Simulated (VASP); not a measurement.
C: single point with PBEsol

The system is C, a slab with vacuum.

```xyz
2
Lattice="2.4588 0.0000 0.0000 -1.2294 2.1294 0.0000 0.0000 0.0000 8.5229" Properties=species:S:1:pos:R:3 pbc="T T T"
C     0.0000    1.4196    0.0000
C     1.2294    0.7098    0.0000
```

```yaml
Program: VASP 6.6.1
Task: single point
Functional: PBEsol
Potentials_or_basis: VASP PAW PBE potentials, release 64 (C)
Cutoff: 520 eV
k_mesh: 27 × 27 × 8
Occupations: gaussian, width 0.1 eV
Spin: no spin polarisation
Dipole_correction: no
Further_INCAR_settings: ALGO = Normal; EDIFF = 1e-06; NBANDS = 11
```

* Band gap on the k mesh: zero (filled and empty bands touch)

Levels at points of the mesh, in eV from the Fermi level:
```
           k point  band 2  band 3  band 4  band 5  band 6  band 7
(0.00, 0.00, 0.00)   -7.71   -3.00   -3.00    3.11    5.48    7.03
(0.00, 0.00, 0.50)   -7.71   -3.00   -3.00    3.84    3.91    8.34
```

Wall time 2.4 min on 1 thread of Intel(R) Xeon(R) Platinum 8488C (Sapphire Rapids), with other jobs on the host, peak memory 0.25 GiB.
